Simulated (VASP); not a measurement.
## As: single point with PBE

System: As, a slab with vacuum.

```
As
1.0
     3.38100    0.00000    0.00000
    -1.69050    2.92803    0.00000
     0.00000    0.00000   28.00000
As
2
Direct
  0.33333 0.66667 0.51064
  0.66667 0.33333 0.48936
```

```yaml
Program: VASP 6.6.1
Task: single point
Functional: PBE
Potentials_or_basis: VASP PAW PBE potentials, release 64 (As_d)
Cutoff: 400 eV
k_mesh: 9 × 9 × 1
Occupations: gaussian, width 0.02 eV
Spin: no spin polarisation
```

```
Largest force          : 8.432 eV/Å
Band gap on the k mesh : zero (bands 15 and 16 overlap by 1.50 eV)
```

Forces in eV/Å, atoms in the order of the input:
```
As   0.000  0.000  8.432
As   0.000  0.000 -8.432
```

Levels at points of the mesh, in eV from the Fermi level:
| k point | band 11 | band 12 | band 13 | band 14 | band 15 | band 16 | band 17 | band 18 | band 19 | band 20 |
| --- | --- | --- | --- | --- | --- | --- | --- | --- | --- | --- |
| (0.00, 0.00, 0.00) | -18.87 | -7.50 | -4.39 | -4.39 | -0.28 | 0.25 | 1.49 | 1.49 | 3.22 | 3.65 |

Wall time 100 s on 1 thread of AMD EPYC 7R13 Processor (Zen 3) (shared host), peak memory 0.28 GiB.
